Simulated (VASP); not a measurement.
Runs of VASP 6.6.1 on CsGe3. The structure is that of space group P6/mmm (No. 191), or close to it. The cells are those of the table. The cell was generated, and may not be a known phase.

```tsv
task	cell	k mesh	cutoff (eV)	gap on the mesh (eV)	pressure (GPa)	relaxed volume (Å³/atom)
relaxation of cell and atoms	relaxed from a = 6.849, b = 6.849, c = 2.883 Å, angles 90.0, 90.0, 120.0°, 4 atoms	3 × 3 × 6	600	none	0.0	28.57
single point	a = 6.519, b = 6.519, c = 3.087 Å, angles 90.0, 90.0, 120.0°, 4 atoms	3 × 3 × 6	520	none	0.2	-
single point	a = 6.602, b = 6.602, c = 3.042 Å, angles 90.0, 90.0, 120.0°, 4 atoms	12 × 12 × 16	520	none	0.2	-
single point	a = 5.538, b = 5.538, c = 4.057 Å, angles 90.0, 90.0, 120.0°, 4 atoms	6 × 6 × 4	520	none	15.0	-
single point	a = 6.849, b = 6.849, c = 2.883 Å, angles 90.0, 90.0, 120.0°, 4 atoms	6 × 6 × 4	520	none	(a)	-
relaxation of cell and atoms	relaxed from a = 5.538, b = 5.538, c = 4.057 Å, angles 90.0, 90.0, 120.0°, 4 atoms	6 × 6 × 4	600	none	0.0	29.44
```

Alike in all rows: level PBE; potentials or basis VASP PAW PBE potentials, release 64 (Cs_sv, Ge_d); no spin polarisation; smearing gaussian 0.1 eV.

Problem. Fill in the values left out.

Solution. (a) 0.3.

Caveats: some runs use coarse meshes; spin-orbit coupling is left out, which moves the levels of the heavy elements; an odd number of electrons without spin polarisation forces a metal; a magnetic or distorted state may lie lower; a cell axis changed by over 15 % at a fixed basis, so the end point is rough (at least some runs).

A k mesh can miss the band edges, and the runs leave out spin-orbit coupling on Cs, Ge.

A gap of «none» marks levels without a gap at the run's occupations.
